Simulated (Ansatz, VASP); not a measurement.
## One calculation of SiB5, two programs

```
Si B
1.0
     2.88286    0.00000    0.00000
    -1.44143    2.49663    0.00000
     0.00000    0.00000    7.20768
Si B
1 5
Direct
  0.00000 0.00000 0.50000
  0.33333 0.66667 0.30948
  0.66667 0.33333 0.69052
  0.33333 0.66667 0.07610
  0.66667 0.33333 0.92390
  0.00000 0.00000 0.00000
```

Alike in both runs: functional PBE; k mesh 6 × 6 × 3; occupations gaussian, width 0.2 eV; no spin polarisation.

Ansatz relaxed the structure, and its values are those at the end. VASP's run is a single point on that final structure, the one shown.

|  | VASP | Ansatz |
| --- | --- | --- |
| version | VASP 6.6.1 | Ansatz 0.2.0 |
| potentials or method | VASP PAW PBE potentials, release 64 (Si, B), cutoff 500 eV | scalar-relativistic, plane waves, PAW |
| valence electrons in the cell | 19 | 19 |

Ansatz gave:

```
gap on the k mesh at the Fermi level (eV) : none
pressure (GPa)                            : 0.0
rms of the force components (eV/Å)        : 0.005
```

**Question.** Which values does VASP return?

**Answer.** gap on the k mesh at the Fermi level (eV): none; pressure (GPa): 0.0; rms of the force components (eV/Å): 0.003.

A gap of «none» marks a metal or a gap that the smearing closes.

The k mesh is coarse, so the values compare programs but aren't converged.
